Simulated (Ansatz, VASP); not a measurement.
# BeS: VASP beside Ansatz

Contents of INCAR:

```
PREC     = Accurate       # precision mode
ENCUT    = 600            # plane-wave cutoff, eV
EDIFF    = 1E-6           # SCF threshold, eV
ISMEAR   = 0              # smearing method
SIGMA    = 0.01           # smearing width, eV
LREAL    = False          # projectors in reciprocal space
LASPH    = True           # aspherical terms in the spheres
NELM     = 120            # most SCF steps
ALGO     = Normal         # electronic algorithm
ISIF     = 2              # what is computed and relaxed
LWAVE    = False          # write WAVECAR
LCHARG   = True           # write CHGCAR
GGA      = PE             # functional
LELF     = True           # ELF
LVHAR    = True         
NBANDS   = 11             # bands
GGA_COMPAT= False
```

KPOINTS

```
Automatic mesh
0
Gamma
  8 8 8
```

File POSCAR:

```
BeS
1.0
    0.0000000000      2.4380594485      2.4380594485
    2.4380594485      0.0000000000      2.4380594485
    2.4380594485      2.4380594485      0.0000000000
Be S
1 1
Direct
    0.0000000000      0.0000000000      0.0000000000
    0.7500000000      0.7500000000      0.7500000000
```

Input for Ansatz:

```yaml
crystal:
  lattice:
    - [0.0, 2.4380594485, 2.4380594485]
    - [2.4380594485, 0.0, 2.4380594485]
    - [2.4380594485, 2.4380594485, 0.0]
  atoms:
    - { symbol: Be, position: [0.0, 0.0, 0.0] }
    - { symbol: S, position: [0.75, 0.75, 0.75] }
basis:
  ecutwfc: 420
  xc_grid: 2
kpoints:
  mp_grid: { grid: [8, 8, 8] }
  band_path: { path: [VBM, CBM], npoints: 2 }
hamiltonian:
  xc: pbe
scf:
  occupations: { method: gaussian, width: 0.01 }
output:
  forces: true
  stress: true
  eigenvalues: true
```

Alike in both runs: task single point; functional PBE; k mesh 8 × 8 × 8; occupations gaussian, width 0.01 eV; no spin polarisation.

|  | VASP | Ansatz |
| --- | --- | --- |
| version | VASP 6.6.1 | Ansatz 0.2.0 |
| potentials or method | VASP PAW PBE potentials, release 64 (Be, S), cutoff 600 eV | scalar-relativistic, plane waves, PAW |
| valence electrons in the cell | 8 | 8 |

```csv
,VASP,Ansatz,Ansatz less VASP
gap on the k mesh at the Fermi level (eV),3.15,3.15,-0.001
least direct gap on the mesh (eV),5.68,5.66,-0.018
pressure (GPa),0.0,0.0,-0.04
```

The functional is the same, so the differences come from potentials, cutoffs and numerics.
